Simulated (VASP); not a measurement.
# SrCl2 in VASP: settings compared

The runs below take SrCl2 through single point, with r2SCAN, LDA.

Program: VASP 6.6.1. These are calculated values, not measurements. Logs are shortened: lines on timing, memory, paths and dates and some standing lists are left out, and cuts for length are marked.

## 1. The cell of the first run

The structure is orthorhombic, space group Imm2 (No. 44). The conventional cell has a = 4.933 Å, b = 4.933 Å, c = 7.081 Å, α = 90.00°, β = 90.00°, γ = 90.00°. Within 3.9 Å of Sr (site symmetry mm2) lie 8 Cl at 2.99 to 3.08 Å. Within 4.0 Å of Cl (site symmetry mm2) lie 4 Sr at 3.04 Å and 6 Cl at 3.46 to 3.62 Å. Cl (site symmetry mm2) has 4 Sr at 2.99 to 3.08 Å and 6 Cl at 3.46 to 3.62 Å within 3.9 Å.

## 2. Single point, r2SCAN (last atom moved by 0.08 Å along z, cell strained by +1.5% along z)

Contents of INCAR:

```
SYSTEM = SrCl2
METAGGA = R2SCAN ; ISMEAR = 0
SIGMA = 0.03 ; LWAVE = .False.
LCHARG = .False. ; ISIF = 2
PREC = Accurate ; LASPH = .True.
LREAL = .False. ; ALGO = Normal
EDIFF = 1E-6 ; NELM = 120
GGA_COMPAT = .False. ; ENCUT = 690
EFERMI = MIDGAP ; LMIXTAU = .True.
KPAR = 2 ; NBANDS = 34
```

Contents of KPOINTS:

```
Automatic mesh
0
Gamma
  11 11 11
  0 0 0
```

Contents of POSCAR:

```
SrCl2
1.0
    0.0000000000      3.4883500000      3.5406752500
    3.4883500000      0.0000000000      3.5406752500
    3.4883500000      3.4883500000      0.0000000000
Sr Cl
1 2
Direct
    0.0000000000      0.0000000000      0.0000000000
    0.7500000000      0.7500000000      0.7500000000
    0.2614667400      0.2614667400      0.2385332600
```

Potentials or basis: VASP PAW PBE potentials, release 64 (Sr_sv, Cl).

On the command line:

```bash
cat potpaw_PBE.64/Sr_sv/POTCAR potpaw_PBE.64/Cl/POTCAR > POTCAR
mpirun -np 2 vasp_std > vasp.out
```

OUTCAR:

```text
SYSTEM = SrCl2
   METAGGA = R2SCAN
   ISMEAR = 0
   ISIF = 2
   PREC = Accurate
   LASPH = .True.
   LREAL = .False.
   EDIFF = 1E-6
   NELM = 120
   ENCUT = 690
   EFERMI = MIDGAP

 ion  position               nearest neighbor table
   1  0.000  0.000  0.000-   3 2.99   3 2.99   2 3.04   2 3.04   2 3.04   2 3.04   3 3.08   3 3.08

   2  0.750  0.750  0.750-   1 3.04   1 3.04   1 3.04   1 3.04
   3  0.261  0.261  0.239-   1 2.99   1 2.99   1 3.08   1 3.08

  LATTYP: Found a body centered tetragonal cell.
 ALAT       =     4.9332718803
 C/A-ratio  =     1.4354267658

  Lattice vectors:

 A1 = (  -3.4883500000,   0.0000000000,   3.5406752500)
 A2 = (   3.4883500000,   0.0000000000,   3.5406752500)
 A3 = (   0.0000000000,   3.4883500000,  -3.5406752500)

Analysis of symmetry for initial positions (statically):
=====================================================================
 Subroutine PRICEL returns:
 Original cell was already a primitive cell.

 Routine SETGRP: Setting up the symmetry group for a
 body centered tetragonal supercell.

 Subroutine GETGRP returns: Found  4 space group operations
 (whereof  4 operations were pure point group operations)
 out of a pool of 16 trial point group operations.

The static configuration has the point symmetry C_2v.

Analysis of symmetry for dynamics (positions and initial velocities):
=====================================================================
 Subroutine PRICEL returns:
 Original cell was already a primitive cell.

 Routine SETGRP: Setting up the symmetry group for a
 body centered tetragonal supercell.

 Subroutine GETGRP returns: Found  4 space group operations
 (whereof  4 operations were pure point group operations)
 out of a pool of 16 trial point group operations.

The dynamic configuration has the point symmetry C_2v.

 Subroutine INISYM returns: Found  4 space group operations
 (whereof  4 operations are pure point group operations),
 and found     1 'primitive' translations

----------------------------------------------------------------------------------------

                                     Primitive cell

  volume of cell :      86.1700

  direct lattice vectors                    reciprocal lattice vectors
     0.000000000  3.488350000  3.540675250    -0.143334241  0.143334241  0.141216001
     3.488350000  0.000000000  3.540675250     0.143334241 -0.143334241  0.141216001
     3.488350000  3.488350000  0.000000000     0.143334241  0.143334241 -0.141216001

  length of vectors
     4.970409133  4.970409133  4.933271880     0.247045276  0.247045276  0.247045276

  position of ions in fractional coordinates (direct lattice)
     0.000000000  0.000000000  0.000000000
     0.750000000  0.750000000  0.750000000
     0.261466740  0.261466740  0.238533260

  ion indices of the primitive-cell ions
   primitive index   ion index
                 1           1
                 2           2
                 3           3

----------------------------------------------------------------------------------------

 KPOINTS: Automatic mesh

Automatic generation of k-mesh.
 Grid dimensions read from file:
 generate k-points for:   11   11   11

 Generating k-lattice:

  Cartesian coordinates                     Fractional coordinates (reciprocal lattice)
    -0.013030386  0.013030386  0.012837818     0.090909091 -0.000000000  0.000000000
     0.013030386 -0.013030386  0.012837818    -0.000000000  0.090909091  0.000000000
     0.013030386  0.013030386 -0.012837818     0.000000000  0.000000000  0.090909091

  Length of vectors
     0.022458661  0.022458661  0.022458661

  Shift w.r.t. Gamma in fractional coordinates (k-lattice)
     0.000000000  0.000000000  0.000000000

 Subroutine IBZKPT returns following result:
 ===========================================

 Found    216 irreducible k-points:

 Following reciprocal coordinates:
            Coordinates               Weight
  0.000000  0.000000  0.000000      1.000000
  0.090909 -0.000000  0.000000      4.000000
 -0.000000 -0.000000 -0.090909      4.000000
  0.181818 -0.000000  0.000000      4.000000
 -0.000000 -0.000000 -0.181818      4.000000
  0.272727 -0.000000  0.000000      4.000000
[... 16 lines left out ...]
 -0.363636  0.090909  0.000000      4.000000
  0.090909  0.090909  0.454545      4.000000
 [... further k-points ...]
   k-points           NKPTS =    216   k-points in BZ     NKDIM =    216   number of bands    NBANDS=     34
   number of dos      NEDOS =    301   number of ions     NIONS =      3
   total plane-waves  NPLWV =  96768
   dimension x,y,z NGX =    48 NGY =   48 NGZ =   42
   dimension x,y,z NGXF=    96 NGYF=   96 NGZF=   84
   ions per type =               1   2
   NGX,Y,Z   is equivalent  to a cutoff of  16.05, 16.05, 14.15 a.u.
   NGXF,Y,Z  is equivalent  to a cutoff of  32.11, 32.11, 28.31 a.u.
 SYSTEM =  SrCl2
   PREC   = accura    normal or accurate (medium, high low for compatibility)
   ISTART =      0    job   : 0-new  1-cont  2-samecut
   ICHARG =      2    charge: 1-file 2-atom 10-const
   ISPIN  =      1    spin polarized calculation?
   LNONCOLLINEAR =      F non collinear calculations
   LSORBIT =      F    spin-orbit coupling
   LASPH  =      T    aspherical Exc in radial PAW
   ENCUT  =  690.0 eV  50.71 Ry    7.12 a.u.  10.65 10.65 10.57*2*pi/ulx,y,z
   NELM   =    120;   NELMIN=  2; NELMDL= -5     # of ELM steps
   EDIFF  = 0.1E-05   stopping-criterion for ELM
   LREAL  =      F    real-space projection
   EDIFFG = 0.1E-04   stopping-criterion for IOM
   NSW    =      0    number of steps for IOM
   IBRION =     -1    ionic relax: 0-MD 1-quasi-New 2-CG
   NFREE  =      0    steps in history (QN), initial steepest desc. (CG)
   ISIF   =      2    stress and relaxation
   ISYM   =      2    0-nonsym 1-usesym 2-fastsym
   POTIM  = 0.5000    time-step for ionic-motion
   TEBEG  =    0.0;   TEEND  =   0.0 temperature during run

   SCALEE = 1.0000    scale energy and forces
   PSTRESS=    0.0 pullay stress
   NELECT =      24.0000    total number of electrons
   NUPDOWN=      -1.0000    fix difference up-down
   EMIN   =  10.00;   EMAX   =-10.00  energy-range for DOS
   EFERMI =   0.00;   METHOD = MIDGAP
   ISMEAR =     0;   SIGMA  =   0.03  broadening in eV -4-tet -1-fermi 0-gaus
   EFERMI_NEDOS =   21; number of points for ismear=-14 and -15
   IALGO  =     38    algorithm
   IMIX   =      4    mixing-type and parameters
     AMIX     =   0.40;   BMIX     =  1.00
     AMIX_MAG =   1.60;   BMIX_MAG =  1.00
  volume/ion in A,a.u.               =      28.72       193.83
  Fermi-wavevector in a.u.,A,eV,Ry     =   1.069120  2.020344 15.551702  1.143018
  Thomas-Fermi vector in A             =   2.204790
   LORBIT       =      0    0 simple, 1 ext, 2 COOP (PROOUT), +10 PAW based schemes
   METAGGA = R2SCAN    functional components
   LHFCALC =     F    Hartree Fock is set to
   AEXX    =    0.0000 exact exchange contribution
   IVDW    =     0    specifies the selected vdW correction
   LEPSILON=     F    determine dielectric tensor
   LRPA    =     F    only Hartree local field effects (RPA)

   CSHIFT  =0.1000    complex shift for real part using Kramers Kronig

   OMEGAMAX=  -1.0    maximum frequency
 non-spin polarized calculation
 Gauss-broadening in eV      SIGMA  =   0.03
  energy-cutoff  :      690.00
  volume of cell :       86.17
 maximum number of plane-waves:      3583
 NGX is ok and might be reduce to    48
   NGX = 21   NGY = 21   NGZ = 21

 number of electron      23.9999999 magnetization

 Free energy of the ion-electron system (eV)
  ---------------------------------------------------
  ext. energy  EPLUGINS =         0.00000000
  ---------------------------------------------------
  free energy    TOTEN  =       -35.68941331 eV

  energy without entropy =      -35.68941331  energy(sigma->0) =      -35.68941331

 E-fermi :   2.6410     XC(G=0):  -8.6979

 val. band max:       -0.2986399913   @ k =  -0.4545   0.0000   0.4545
 cond. band min:       5.5806665600   @ k =   0.0000   0.0000   0.0000
 fundamental gap:      5.8793065513
 Fermi energy:         2.6410132844

 k-point     1 :       0.0000    0.0000    0.0000
  band No.  band energies     occupation
      1     -34.3172      2.00000
      2     -15.6863      2.00000
      3     -15.6802      2.00000
      4     -15.6798      2.00000
      5     -14.1590      2.00000
      6     -13.3111      2.00000
[... 16 lines left out ...]
     23      14.1296      0.00000
     24      14.2100      0.00000

 k-point     2 :       0.0909   -0.0000    0.0000
  band No.  band energies     occupation
      1     -34.3170      2.00000
      2     -15.7123      2.00000
      3     -15.6873      2.00000
      4     -15.6806      2.00000
      5     -14.1059      2.00000
      6     -13.3308      2.00000
[... 16 lines left out ...]
     23      14.0799      0.00000
     24      14.2148      0.00000

 k-point     3 :      -0.0000   -0.0000   -0.0909
  band No.  band energies     occupation
      1     -34.3170      2.00000
      2     -15.7129      2.00000
      3     -15.6826      2.00000
      4     -15.6812      2.00000
      5     -14.1117      2.00000
      6     -13.3289      2.00000
[... 16 lines left out ...]
     23      14.0708      0.00000
     24      14.2264      0.00000
[... 514 lines left out ...]
 k-point    23 :      -0.3636    0.0909    0.0000
  band No.  band energies     occupation
      1     -34.3143      2.00000
      2     -15.9499      2.00000
      3     -15.7122      2.00000
      4     -15.6969      2.00000
      5     -13.7120      2.00000
      6     -13.4291      2.00000
[... 16 lines left out ...]
     23      13.7887      0.00000
     24      13.7915      0.00000

 k-point    24 :       0.0909    0.0909    0.4545
  band No.  band energies     occupation
      1     -34.3145      2.00000
      2     -15.9242      2.00000
      3     -15.7154      2.00000
      4     -15.6912      2.00000
      5     -13.7608      2.00000
      6     -13.4172      2.00000
[... 16 lines left out ...]
     23      13.4720      0.00000
     24      13.6689      0.00000

 [... further k-points ...]

 [bands above 24 left out]

------------------------ aborting loop because EDIFF is reached ----------------------------------------

  FORCE on cell =-STRESS in cart. coord.  units (eV):
  Direction    XX          YY          ZZ          XY          YZ          ZX
  --------------------------------------------------------------------------------------
  -------------------------------------------------------------------------------------
  Total        0.0718188      0.0718188     -0.3272287     -0.1958058      0.0000000      0.0000000
  in kB        1.3353424      1.3353424     -6.0842327     -3.6406585      0.0000000      0.0000000
  external PRESSURE =      -1.1378493 kB  Pullay stress =       0.0000000 kB

 VOLUME and BASIS-vectors are now :
 -----------------------------------------------------------------------------
  energy-cutoff  :      690.00
  volume of cell :       86.17
      direct lattice vectors                 reciprocal lattice vectors
     0.000000000  3.488350000  3.540675250    -0.143334241  0.143334241  0.141216001
     3.488350000  0.000000000  3.540675250     0.143334241 -0.143334241  0.141216001
     3.488350000  3.488350000  0.000000000     0.143334241  0.143334241 -0.141216001

 POSITION                                       TOTAL-FORCE (eV/Angst)
 -----------------------------------------------------------------------------------
      0.00000      0.00000      0.00000         0.000000      0.000000      0.112600
      5.23252      5.23252      5.31101         0.000000      0.000000      0.107411
      1.74418      1.74418      1.85154        -0.000000     -0.000000     -0.220011
 -----------------------------------------------------------------------------------
    total drift:                               -0.000026     -0.000026      0.001348

  FREE ENERGIE OF THE ION-ELECTRON SYSTEM (eV)
  ---------------------------------------------------
  free  energy   TOTEN  =       -35.6894133066 eV

  energy  without entropy=      -35.6894133066  energy(sigma->0) =      -35.68941331
```

Run time: 43 min. Hardware: 2 MPI ranks of AMD EPYC 9R45 (Zen 5), shared host; peak memory 0.85 GiB.

Results:

```yaml
Free_energy: -35.6894 eV
Pressure: -0.1 GPa
Largest_force: 0.220 eV/Å
Band_gap_on_the_k_mesh: 5.88 eV (least direct gap 6.05 eV)
```

Forces in eV/Å, atoms in the order of the input:
```
Sr   0.000  0.000  0.113
Cl   0.000  0.000  0.107
Cl   0.000  0.000 -0.220
```

Stress tensor (GPa, compression positive):
```
 0.13 -0.36  0.00
-0.36  0.13  0.00
 0.00  0.00 -0.61
```

Caveat: the cell differs from its parent crystal (last atom moved by 0.08 Å along z, cell strained by +1.5% along z); the PAW data sets were made with another functional, which shifts forces and pressure a little.

## 3. Single point, LDA

This run uses another cell than the first one, of 26.60 Å³/atom.

Contents of INCAR:

```
PREC = Accurate ; ENCUT = 520
EDIFF = 1E-6 ; ISMEAR = -1
SIGMA = 0.05 ; LREAL = False
LASPH = True ; NELM = 100
ALGO = Normal ; ISIF = 2
LWAVE = False ; LCHARG = False
NBANDS = 19
```

Contents of KPOINTS:

```
regular mesh
0
Gamma
  7 7 7
```

Contents of POSCAR:

```
SrCl2
1.0
    0.0000000000      3.4171392023      3.4171392023
    3.4171392023      0.0000000000      3.4171392023
    3.4171392023      3.4171392023      0.0000000000
Sr Cl
1 2
Direct
    0.0000000000      0.0000000000      0.0000000000
    0.7500000000      0.7500000000      0.7500000000
    0.2500000000      0.2500000000      0.2500000000
```

Potentials or basis: VASP PAW LDA potentials, release 64 (Sr_sv, Cl).

On the command line:

```bash
cat potpaw_LDA.64/Sr_sv/POTCAR potpaw_LDA.64/Cl/POTCAR > POTCAR
mpirun -np 1 vasp_std > vasp.out
```

Wall time 25 s (1 thread of Intel Xeon Platinum 8488C (Sapphire Rapids), shared host); peak memory 0.18 GiB.

It converged, with:

| Property | Result |
| --- | --- |
| Free energy | -14.0771 eV |
| Pressure | -0.5 GPa |
| Band gap on the k mesh | 5.16 eV (least direct gap 5.34 eV) |

Levels at points of the mesh, in eV from the valence-band top:
```
           k point  band 9  band 10  band 11  band 12  band 13  band 14  band 15  band 16
(0.00, 0.00, 0.00)   -2.38    -0.33    -0.33    -0.33     5.16     5.82     5.82     8.85
```

Caveat: an odd mesh through Γ misses points on the zone boundary, where band edges can lie.
